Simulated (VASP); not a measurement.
Input of a VASP 6.6.1 run:

POSCAR

```
Ga15N15F
1.0
    6.4372426918      0.0000000000      0.0000000000
   -3.2186213459      5.5748157015      0.0000000000
    0.0000000000      0.0000000000     10.4870679887
Ga F N
15 1 15
Direct
    0.3410043142      0.1691273330      0.2340932624
    0.1335078328      0.3451118245      0.5046336689
    0.3463522689      0.1725101047      0.7454782177
    0.1668426546      0.3355001201      0.9989632889
    0.3394479289      0.6682542898      0.2508396823
    0.1400203726      0.7974691106      0.5047245179
    0.3403331991      0.6688054128      0.7492189470
    0.1670338388      0.8352696783      0.9985535509
    0.8355087290      0.1655745789      0.2558421344
    0.8300824380      0.1685787470      0.7479199627
    0.6706303639      0.3377945498      0.9956035519
    0.8361690709      0.6679407999      0.2561570193
    0.6766596248      0.8397606167      0.4997802251
    0.8307153159      0.6592756159      0.7475436474
    0.6694066051      0.8367910356      1.0010374206
    0.3270892329      0.1650662165      0.4278876180
    0.1709395329      0.3357236566      0.1889832006
    0.3328848104      0.1684756512      0.9404633538
    0.1689844484      0.3335133010      0.6885998874
    0.3381268716      0.6694009819      0.4394328618
    0.1708379281      0.8329900141      0.1886303353
    0.3353277162      0.6690142216      0.9383596215
    0.1702025887      0.8350797925      0.6897270642
    0.8336395291      0.1604455536      0.4357045446
    0.6743570352      0.3370757217      0.1872538932
    0.8364855454      0.1676321925      0.9403721998
    0.6712489523      0.3345591185      0.6996641909
    0.8424909610      0.6866883688      0.4348989449
    0.6687148602      0.8337605233      0.1879194077
    0.8365949474      0.6726959353      0.9403124810
    0.6710445366      0.8347419772      0.6898717736
```

Contents of INCAR.step1:

```
PREC = Accurate
ENCUT = 580
ISMEAR = -1
SIGMA = 0.01
LREAL = Auto
LASPH = True
NELM = 120
NBANDS = 160
NELECT = 278.0
GGA = PE
ALGO = Normal
EDIFF = 1E-5
LWAVE = True
LCHARG = False
GGA_COMPAT = False
ISYM = -1
```

File INCAR.step2:

```
PREC = Accurate
ENCUT = 580
EDIFF = 1E-6
ISMEAR = -1
SIGMA = 0.01
LREAL = Auto
LASPH = True
NELM = 120
ALGO = Normal
ISIF = 2
LWAVE = False
LCHARG = False
METAGGA = R2SCAN
LMIXTAU = True
NBANDS = 160
NELECT = 278.0
ISTART = 1
GGA_COMPAT = False
ISYM = -1
```

The input KPOINTS:

```
explicit points
1
Reciprocal
  0.25000000   0.25000000   0.25000000 1
```

Potentials or basis: VASP PAW PBE potentials, release 64 (Ga_d, F, N).

Launch:

```bash
$ cat potpaw_PBE.64/Ga_d/POTCAR potpaw_PBE.64/F/POTCAR potpaw_PBE.64/N/POTCAR > POTCAR
$ cp INCAR.step1 INCAR
$ mpirun -np 1 vasp_std > vasp.out
$ cp INCAR.step2 INCAR
$ mpirun -np 1 vasp_std > vasp.out
```

Task: Estimate the largest force.

Result: 0.227 eV/Å.

Forces on the atoms (eV/Å):
```
Ga   0.026  0.007  0.023
Ga  -0.035 -0.004  0.010
Ga   0.039  0.020  0.004
Ga   0.010 -0.016 -0.006
Ga   0.011  0.006 -0.008
Ga  -0.029 -0.041  0.006
Ga   0.012  0.013 -0.004
Ga  -0.006  0.004 -0.004
Ga  -0.025  0.005  0.043
Ga  -0.032  0.005 -0.012
Ga  -0.002 -0.007  0.021
Ga  -0.010 -0.008  0.034
Ga   0.026  0.027 -0.026
Ga  -0.003 -0.031 -0.007
Ga   0.007 -0.005 -0.006
F   -0.147 -0.082 -0.133
N    0.030 -0.009 -0.015
N    0.000  0.005  0.014
N   -0.014  0.015 -0.021
N   -0.065 -0.023  0.003
N    0.009  0.033 -0.012
N   -0.006  0.001  0.008
N    0.010 -0.018 -0.032
N    0.209 -0.066 -0.059
N   -0.024 -0.014 -0.010
N   -0.009  0.012  0.010
N   -0.004 -0.002  0.212
N    0.035  0.193 -0.056
N   -0.009 -0.006 -0.008
N    0.002 -0.008  0.007
N   -0.006 -0.008  0.025
```

Caveat: the cell carries a net charge on a neutralising background, which shifts energy and pressure; the PAW data sets were made with another functional, which shifts forces and pressure a little.
